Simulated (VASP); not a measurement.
A run of VASP 6.6.1:

INCAR

```
PREC     = Accurate       # precision mode
ENCUT    = 520            # plane-wave cutoff, eV
EDIFF    = 1E-6           # SCF threshold, eV
ISMEAR   = -1             # smearing method
SIGMA    = 0.02           # smearing width, eV
LREAL    = F              # projectors in reciprocal space
LASPH    = T              # aspherical terms in the spheres
NELM     = 100            # most SCF steps
ALGO     = Normal         # electronic algorithm
ISIF     = 2              # what is computed and relaxed
LWAVE    = F              # write WAVECAR
LCHARG   = F              # write CHGCAR
GGA      = PE             # functional
NBANDS   = 15             # bands
```

KPOINTS

```
regular mesh
0
Gamma
  6 6 6
```

Contents of POSCAR:

```
KI
1.0
    0.0000000000      3.5881815161      3.5881815161
    3.5881815161      0.0000000000      3.5881815161
    3.5881815161      3.5881815161      0.0000000000
K I
1 1
Direct
    0.0000000000      0.0000000000      0.0000000000
    0.5000000000      0.5000000000      0.5000000000
```

Potentials or basis: VASP PAW PBE potentials, release 64 (K_sv, I).

Launch:

```console
$ cat potpaw_PBE.64/K_sv/POTCAR potpaw_PBE.64/I/POTCAR > POTCAR
$ mpirun -np 1 vasp_std > vasp.out
```

Hardware: 1 thread of AMD EPYC 7R13 Processor (Zen 3) (shared host).

Task: Estimate the wall time of this run.

Result: Run time: 18 s on 1 thread of AMD EPYC 7R13 Processor (Zen 3), on a shared host, peak memory 0.21 GiB. Counts: scf iterations 12, k points 16.
